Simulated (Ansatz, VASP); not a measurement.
# NaF in VASP and in Ansatz

The input INCAR:

```
ALGO = Normal
EDIFF = 1E-6
ENCUT = 520
GGA = PS
ISIF = 2
ISMEAR = 0
LASPH = T
LCHARG = F
LREAL = F
LWAVE = F
NBANDS = 14
NELM = 60
PREC = Accurate
SIGMA = 0.05
```

KPOINTS

```
k-points
0
Gamma
  8 8 8
```

File POSCAR:

```
NaF
1.0
    0.0000000000      2.2652175000      2.4394650000
    2.2652175000      0.0000000000      2.4394650000
    2.2652175000      2.2652175000      0.0000000000
Na F
1 1
Direct
    0.0000000000      0.0000000000      0.0000000000
    0.5000000000      0.5000000000      0.5000000000
```

Input for Ansatz:

```yaml
crystal:
  lattice:
    - [0.0, 2.2652175, 2.439465]
    - [2.2652175, 0.0, 2.439465]
    - [2.2652175, 2.2652175, 0.0]
  atoms:
    - { symbol: Na, position: [0.0, 0.0, 0.0] }
    - { symbol: F, position: [0.5, 0.5, 0.5] }
basis:
  ecutwfc: 420
kpoints:
  mp_grid: { grid: [8, 8, 8] }
hamiltonian:
  xc: pbesol
scf:
  occupations: { method: gaussian, width: 0.05 }
output:
  forces: true
  stress: true
  eigenvalues: true
```

Change from the starting cell: strain -0.025 along x and y, +0.050 along z, atoms carried along.

Alike in both runs: task single point; functional PBEsol; k mesh 8 × 8 × 8; occupations gaussian, width 0.05 eV; no spin polarisation.

```csv
,VASP,Ansatz
version,VASP 6.6.1,Ansatz 0.2.0
potentials or method,"VASP PAW PBE potentials, release 64 (Na_pv, F), cutoff 520 eV","scalar-relativistic, plane waves, PAW"
valence electrons in the cell,14,16
```

```csv
,VASP,Ansatz,Ansatz less VASP
gap on the k mesh at the Fermi level (eV),6.12,6.14,+0.021
least direct gap on the mesh (eV),6.12,6.14,+0.021
pressure (GPa),0.1,0.2,+0.07
"traceless stress, the component that is largest in VASP (GPa)",-3.43,-3.28,+0.150
```

VASP's potentials were made for PBE, not for PBEsol. The functional is the same, so the differences come from potentials, cutoffs and numerics. VASP's potentials hold 14 valence electrons a cell and Ansatz's 16, so a difference there can come from the potentials and not from the codes.
